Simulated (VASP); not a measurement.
# Zn2SnN (P6/mmm) in VASP: single point with PBE

Aim: the single point of Zn2SnN with PBE.

All numbers are computed with VASP 6.6.1; they aren't measurements. Logs are shortened: lines on timing, memory, paths and dates and some standing lists are left out, and cuts for length are marked.

### Step 1. The cell of the first run

The structure is hexagonal, space group P6/mmm (No. 191). Conventional cell: a = 3.298 Å, b = 3.298 Å, c = 8.804 Å, α = 90.00°, β = 90.00°, γ = 120.00°. Within 2.4 Å of Zn (site symmetry 6mm) lie 1 N at 1.79 Å. Sn (site symmetry 6/mmm) has 2 Zn at 2.61 Å and 6 Sn at 3.30 Å within 3.4 Å. Within 2.4 Å of N (site symmetry 6/mmm) lie 2 Zn at 1.79 Å.

### Step 2. Single point, PBE

Input file INCAR:

```
SYSTEM = Zn2SnN
  PREC = Accurate
  ENCUT = 520
  EDIFF = 1E-6
  ISMEAR = 0
  SIGMA = 0.1
  LREAL = .FALSE.
  LASPH = .TRUE.
  NELM = 60
  ALGO = Normal
  ISIF = 2
  LWAVE = .FALSE.
  LCHARG = .FALSE.
  GGA = PE
  NBANDS = 30
```

Input file KPOINTS:

```
Automatic mesh
0
G
  6 6 2
  0 0 0
```

Input file POSCAR:

```
Zn2SnN
1.0
    3.2976183916      0.0000000024      0.0000000000
   -1.6488091978      2.8558212979      0.0000000000
    0.0000000000      0.0000000000      8.8041468194
Zn Sn N
2 1 1
Direct
    0.0000000000      0.0000000000      0.7966290330
    0.0000000000      0.0000000000      0.2033709670
    0.0000000000      0.0000000000      0.5000000000
    0.0000000000      0.0000000000      0.0000000000
```

Potentials or basis: VASP PAW PBE potentials, release 64 (Zn, Sn_d, N).

Started as:

```bash
$ cat potpaw_PBE.64/Zn/POTCAR potpaw_PBE.64/Sn_d/POTCAR potpaw_PBE.64/N/POTCAR > POTCAR
$ mpirun -np 1 vasp_std > vasp.out
```

OUTCAR:

```text
SYSTEM = Zn2SnN
   PREC = Accurate
   ENCUT = 520
   EDIFF = 1E-6
   ISMEAR = 0
   LREAL = .FALSE.
   LASPH = .TRUE.
   NELM = 60
   ISIF = 2
   GGA = PE

 ion  position               nearest neighbor table
   1  0.000  0.000  0.797-   4 1.79   3 2.61
   2  0.000  0.000  0.203-   4 1.79   3 2.61
   3  0.000  0.000  0.500-   1 2.61   2 2.61
   4  0.000  0.000  0.000-   1 1.79   2 1.79

  LATTYP: Found a hexagonal cell.
 ALAT       =     3.2976183916
 C/A-ratio  =     2.6698501081

  Lattice vectors:

 A1 = (   3.2976183916,   0.0000000024,   0.0000000000)
 A2 = (  -1.6488091978,   2.8558212979,   0.0000000000)
 A3 = (   0.0000000000,   0.0000000000,   8.8041468194)

Analysis of symmetry for initial positions (statically):
=====================================================================
 Subroutine PRICEL returns:
 Original cell was already a primitive cell.

 Routine SETGRP: Setting up the symmetry group for a
 hexagonal supercell.

 Subroutine GETGRP returns: Found 24 space group operations
 (whereof 24 operations were pure point group operations)
 out of a pool of 24 trial point group operations.

The static configuration has the point symmetry D_6h.

Analysis of symmetry for dynamics (positions and initial velocities):
=====================================================================
 Subroutine PRICEL returns:
 Original cell was already a primitive cell.

 Routine SETGRP: Setting up the symmetry group for a
 hexagonal supercell.

 Subroutine GETGRP returns: Found 24 space group operations
 (whereof 24 operations were pure point group operations)
 out of a pool of 24 trial point group operations.

The dynamic configuration has the point symmetry D_6h.

 Subroutine INISYM returns: Found 24 space group operations
 (whereof 24 operations are pure point group operations),
 and found     1 'primitive' translations

----------------------------------------------------------------------------------------

                                     Primitive cell

  volume of cell :      82.9123

  direct lattice vectors                    reciprocal lattice vectors
     3.297618392  0.000000002  0.000000000     0.303249158  0.175080983  0.000000000
    -1.648809198  2.855821298  0.000000000    -0.000000000  0.350161966  0.000000000
     0.000000000  0.000000000  8.804146819     0.000000000  0.000000000  0.113582840

  length of vectors
     3.297618392  3.297618392  8.804146819     0.350161966  0.350161966  0.113582840

  position of ions in fractional coordinates (direct lattice)
     0.000000000  0.000000000  0.796629033
     0.000000000  0.000000000  0.203370967
     0.000000000  0.000000000  0.500000000
     0.000000000  0.000000000  0.000000000

  ion indices of the primitive-cell ions
   primitive index   ion index
                 1           1
                 2           2
                 3           3
                 4           4

----------------------------------------------------------------------------------------

 KPOINTS: Automatic mesh

Automatic generation of k-mesh.
 Grid dimensions read from file:
 generate k-points for:    6    6    2

 Generating k-lattice:

  Cartesian coordinates                     Fractional coordinates (reciprocal lattice)
     0.050541526  0.029180164  0.000000000     0.166666667  0.000000000  0.000000000
    -0.000000000  0.058360328  0.000000000     0.000000000  0.166666667  0.000000000
     0.000000000  0.000000000  0.056791420     0.000000000  0.000000000  0.500000000

  Length of vectors
     0.058360328  0.058360328  0.056791420

  Shift w.r.t. Gamma in fractional coordinates (k-lattice)
     0.000000000  0.000000000  0.000000000

 Subroutine IBZKPT returns following result:
 ===========================================

 Found     14 irreducible k-points:

 Following reciprocal coordinates:
            Coordinates               Weight
  0.000000  0.000000  0.000000      1.000000
  0.166667  0.000000  0.000000      6.000000
  0.333333  0.000000  0.000000      6.000000
  0.500000  0.000000  0.000000      3.000000
  0.166667  0.166667  0.000000      6.000000
  0.333333  0.166667  0.000000     12.000000
  0.333333  0.333333  0.000000      2.000000
  0.000000  0.000000  0.500000      1.000000
  0.166667  0.000000  0.500000      6.000000
  0.333333  0.000000  0.500000      6.000000
  0.500000  0.000000  0.500000      3.000000
  0.166667  0.166667  0.500000      6.000000
  0.333333  0.166667  0.500000     12.000000
  0.333333  0.333333  0.500000      2.000000
   k-points           NKPTS =     14   k-points in BZ     NKDIM =     14   number of bands    NBANDS=     30
   number of dos      NEDOS =    301   number of ions     NIONS =      4
   total plane-waves  NPLWV =  54880
   dimension x,y,z NGX =    28 NGY =   28 NGZ =   70
   dimension x,y,z NGXF=    56 NGYF=   56 NGZF=  140
   ions per type =               2   1   1
   NGX,Y,Z   is equivalent  to a cutoff of  14.12, 14.12, 13.22 a.u.
   NGXF,Y,Z  is equivalent  to a cutoff of  28.23, 28.23, 26.44 a.u.
 SYSTEM =  Zn2SnN
   PREC   = accura    normal or accurate (medium, high low for compatibility)
   ISTART =      0    job   : 0-new  1-cont  2-samecut
   ICHARG =      2    charge: 1-file 2-atom 10-const
   ISPIN  =      1    spin polarized calculation?
   LNONCOLLINEAR =      F non collinear calculations
   LSORBIT =      F    spin-orbit coupling
   LASPH  =      T    aspherical Exc in radial PAW
   ENCUT  =  520.0 eV  38.22 Ry    6.18 a.u.   6.13  6.13 16.37*2*pi/ulx,y,z
   NELM   =     60;   NELMIN=  2; NELMDL= -5     # of ELM steps
   EDIFF  = 0.1E-05   stopping-criterion for ELM
   LREAL  =      F    real-space projection
   EDIFFG = 0.1E-04   stopping-criterion for IOM
   NSW    =      0    number of steps for IOM
   IBRION =     -1    ionic relax: 0-MD 1-quasi-New 2-CG
   NFREE  =      0    steps in history (QN), initial steepest desc. (CG)
   ISIF   =      2    stress and relaxation
   ISYM   =      2    0-nonsym 1-usesym 2-fastsym
   POTIM  = 0.5000    time-step for ionic-motion
   TEBEG  =    0.0;   TEEND  =   0.0 temperature during run
   PSTRESS=    0.0 pullay stress
   NELECT =      43.0000    total number of electrons
   NUPDOWN=      -1.0000    fix difference up-down
   EMIN   =  10.00;   EMAX   =-10.00  energy-range for DOS
   EFERMI =   0.00;   METHOD = LEGACY
   ISMEAR =     0;   SIGMA  =   0.10  broadening in eV -4-tet -1-fermi 0-gaus
   EFERMI_NEDOS =   21; number of points for ismear=-14 and -15
   IALGO  =     38    algorithm
   IMIX   =      4    mixing-type and parameters
     AMIX     =   0.40;   BMIX     =  1.00
     AMIX_MAG =   1.60;   BMIX_MAG =  1.00
  volume/ion in A,a.u.               =      20.73       139.88
  Fermi-wavevector in a.u.,A,eV,Ry     =   1.315300  2.485556 23.538263  1.730014
  Thomas-Fermi vector in A             =   2.445492
   LORBIT       =      0    0 simple, 1 ext, 2 COOP (PROOUT), +10 PAW based schemes
   GGA     = PE    functional components
   LHFCALC =     F    Hartree Fock is set to
   AEXX    =    0.0000 exact exchange contribution
   IVDW    =     0    specifies the selected vdW correction
   LEPSILON=     F    determine dielectric tensor
   LRPA    =     F    only Hartree local field effects (RPA)
 non-spin polarized calculation
 Gauss-broadening in eV      SIGMA  =   0.10
  energy-cutoff  :      520.00
  volume of cell :       82.91
 maximum number of plane-waves:      2274
 NGX is ok and might be reduce to    28
   NGX = 13   NGY = 13   NGZ = 33

 number of electron      42.9999981 magnetization

 Free energy of the ion-electron system (eV)
  ---------------------------------------------------
  ext. energy  EPLUGINS =         0.00000000
  ---------------------------------------------------
  free energy    TOTEN  =       -10.99262777 eV

  energy without entropy =      -10.97265344  energy(sigma->0) =      -10.98264061

 E-fermi :   2.9915     XC(G=0):  -9.7430

 val. band max:        2.9366784956   @ k =   0.1667   0.0000   0.0000
 cond. band min:       3.0220377376   @ k =   0.3333   0.0000   0.0000
 fundamental gap:      0.0853592420
 Fermi energy:         2.9915350782

 k-point     1 :       0.0000    0.0000    0.0000
  band No.  band energies     occupation
      1     -18.7102      2.00000
      2     -18.7102      2.00000
      3     -18.6474      2.00000
      4     -18.5087      2.00000
      5     -18.5087      2.00000
      6     -10.9061      2.00000
[... 22 lines left out ...]
     29      14.2692      0.00000
     30      14.4769      0.00000

 k-point     2 :       0.1667    0.0000    0.0000
  band No.  band energies     occupation
      1     -18.7202      2.00000
      2     -18.6685      2.00000
      3     -18.6185      2.00000
      4     -18.5304      2.00000
      5     -18.5137      2.00000
      6     -10.7804      2.00000
[... 22 lines left out ...]
     29      12.4761      0.00000
     30      12.7879      0.00000

 k-point     3 :       0.3333    0.0000    0.0000
  band No.  band energies     occupation
      1     -18.7475      2.00000
      2     -18.5839      2.00000
      3     -18.5733      2.00000
      4     -18.5549      2.00000
      5     -18.5238      2.00000
      6     -10.5149      2.00000
[... 22 lines left out ...]
     29      11.0463      0.00000
     30      11.8939      0.00000

 k-point     4 :       0.5000    0.0000    0.0000
  band No.  band energies     occupation
      1     -18.7621      2.00000
      2     -18.5945      2.00000
      3     -18.5411      2.00000
      4     -18.5289      2.00000
      5     -18.5228      2.00000
      6     -10.3737      2.00000
[... 286 lines left out ...]
     29      10.7523      0.00000
     30      13.6474      0.00000

 k-point    13 :       0.3333    0.1667    0.5000
  band No.  band energies     occupation
      1     -18.7157      2.00000
      2     -18.5855      2.00000
      3     -18.5835      2.00000
      4     -18.5400      2.00000
      5     -18.5262      2.00000
      6     -10.3762      2.00000
[... 22 lines left out ...]
     29       9.3788      0.00000
     30      11.8542      0.00000

 k-point    14 :       0.3333    0.3333    0.5000
  band No.  band energies     occupation
      1     -18.6321      2.00000
      2     -18.6321      2.00000
      3     -18.5683      2.00000
      4     -18.5683      2.00000
      5     -18.5349      2.00000
      6     -10.3066      2.00000
[... 22 lines left out ...]
     29       9.9115      0.00000
     30      11.8494      0.00000

------------------------ aborting loop because EDIFF is reached ----------------------------------------

  FORCE on cell =-STRESS in cart. coord.  units (eV):
  Direction    XX          YY          ZZ          XY          YZ          ZX
  --------------------------------------------------------------------------------------
  -------------------------------------------------------------------------------------
  Total       -0.0968613     -0.0968613      0.4543129     -0.0000000     -0.0000000      0.0000000
  in kB       -1.8717254     -1.8717254      8.7790392     -0.0000000     -0.0000000      0.0000000
  external PRESSURE =       1.6785294 kB  Pullay stress =       0.0000000 kB

 VOLUME and BASIS-vectors are now :
 -----------------------------------------------------------------------------
  energy-cutoff  :      520.00
  volume of cell :       82.91
      direct lattice vectors                 reciprocal lattice vectors
     3.297618392  0.000000002  0.000000000     0.303249158  0.175080983  0.000000000
    -1.648809198  2.855821298  0.000000000    -0.000000000  0.350161966  0.000000000
     0.000000000  0.000000000  8.804146819     0.000000000  0.000000000  0.113582840

 POSITION                                       TOTAL-FORCE (eV/Angst)
 -----------------------------------------------------------------------------------
      0.00000      0.00000      7.01364        -0.000000     -0.000000     -0.107784
      0.00000      0.00000      1.79051         0.000000      0.000000      0.107784
      0.00000      0.00000      4.40207         0.000000      0.000000      0.000000
      0.00000      0.00000      0.00000         0.000000      0.000000      0.000000
 -----------------------------------------------------------------------------------
    total drift:                               -0.000000     -0.000000      0.000000

  FREE ENERGIE OF THE ION-ELECTRON SYSTEM (eV)
  ---------------------------------------------------
  free  energy   TOTEN  =       -10.9926277740 eV

  energy  without entropy=      -10.9726534386  energy(sigma->0) =      -10.98264061
```

Run time: 43 s. Hardware: 1 thread of Intel Xeon Platinum 8259CL at 2.50GHz (Skylake/Cascade Lake), shared host; peak memory 0.23 GiB.

Results:

* Free energy: -10.9926 eV
* Pressure: 0.2 GPa
* Largest force: 0.108 eV/Å

Forces in eV/Å, atoms in the order of the input:
```
Zn   0.000  0.000 -0.108
Zn   0.000  0.000  0.108
Sn   0.000  0.000  0.000
N    0.000  0.000  0.000
```

Stress tensor (GPa, compression positive):
```
-0.19  0.00  0.00
 0.00 -0.19  0.00
 0.00  0.00  0.88
```

Levels at points of the mesh, in eV from the Fermi level:
```csv
k point,band 17,band 18,band 19,band 20,band 21,band 22,band 23,band 24,band 25,band 26
"(0.00, 0.00, 0.00)",-6.98,-6.44,-3.26,-2.08,0.41,0.41,4.38,6.46,7.11,7.11
"(0.50, 0.00, 0.00)",-5.83,-3.95,-3.46,-2.13,-1.46,-0.09,0.06,1.82,2.97,3.72
"(0.00, 0.00, 0.50)",-6.99,-5.60,-5.48,0.41,0.42,0.42,2.05,7.03,7.03,8.97
"(0.50, 0.00, 0.50)",-6.05,-3.76,-3.23,-2.59,-2.24,-0.08,1.35,1.57,3.23,3.64
```

Caveat: the k points lie up to 0.37 Å⁻¹ apart; spin-orbit coupling is left out, which moves the levels of the heavy elements.
